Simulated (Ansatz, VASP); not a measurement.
Ir: VASP beside Ansatz

File INCAR:

```
ALGO = Normal
EDIFF = 1E-6
ENCUT = 520
GGA = PE
ISIF = 2
ISMEAR = 0
LASPH = True
LCHARG = False
LREAL = False
LWAVE = False
NBANDS = 16
NELM = 80
PREC = Accurate
SIGMA = 0.15
```

File KPOINTS:

```
k-points
0
Gamma
  18 18 12
```

Contents of POSCAR:

```
Ir
1.0
    2.8614330104      0.0000000000      0.0000000000
   -1.4307165052      2.4780736782      0.0000000000
    0.0000000000      0.0000000000      4.4622900000
Ir
2
Direct
    0.6666666667      0.3333333333      0.7500000000
    0.3333333333      0.6666666667      0.2500000000
```

Input for Ansatz:

```yaml
crystal:
  lattice:
    - [2.8614330104, 0.0, 0.0]
    - [-1.4307165052, 2.4780736782, 0.0]
    - [0.0, 0.0, 4.46229]
  atoms:
    - { symbol: Ir, position: [0.6666666667, 0.3333333333, 0.75] }
    - { symbol: Ir, position: [0.3333333333, 0.6666666667, 0.25] }
basis:
  ecutwfc: 420
kpoints:
  mp_grid: { grid: [18, 18, 12] }
hamiltonian:
  xc: pbe
scf:
  occupations: { method: gaussian, width: 0.15 }
output:
  forces: true
  stress: true
  eigenvalues: true
```

Change from the starting cell: strain +0.040 along x and y, +0.000 along z, atoms carried along.

Alike in both runs: task single point; functional PBE; k mesh 18 × 18 × 12; occupations gaussian, width 0.15 eV; no spin polarisation.

|  | VASP | Ansatz |
| --- | --- | --- |
| version | VASP 6.6.1 | Ansatz 0.2.0 |
| potentials or method | VASP PAW PBE potentials, release 64 (Ir), cutoff 520 eV | scalar-relativistic, plane waves, PAW |
| valence electrons in the cell | 18 | 34 |

VASP gave:

* gap on the k mesh at the Fermi level (eV): none
* pressure (GPa): -22.0
* traceless stress, the component that is largest in VASP (GPa): 5.63

Which values does Ansatz return?

gap on the k mesh at the Fermi level (eV): none; pressure (GPa): -22.3; traceless stress, the component that is largest in VASP (GPa): 5.65.

A gap of «none» marks a metal or a gap that the smearing closes. VASP's potentials hold 18 valence electrons a cell and Ansatz's 34, so a difference there can come from the potentials and not from the codes.

Spin-orbit coupling is off throughout.
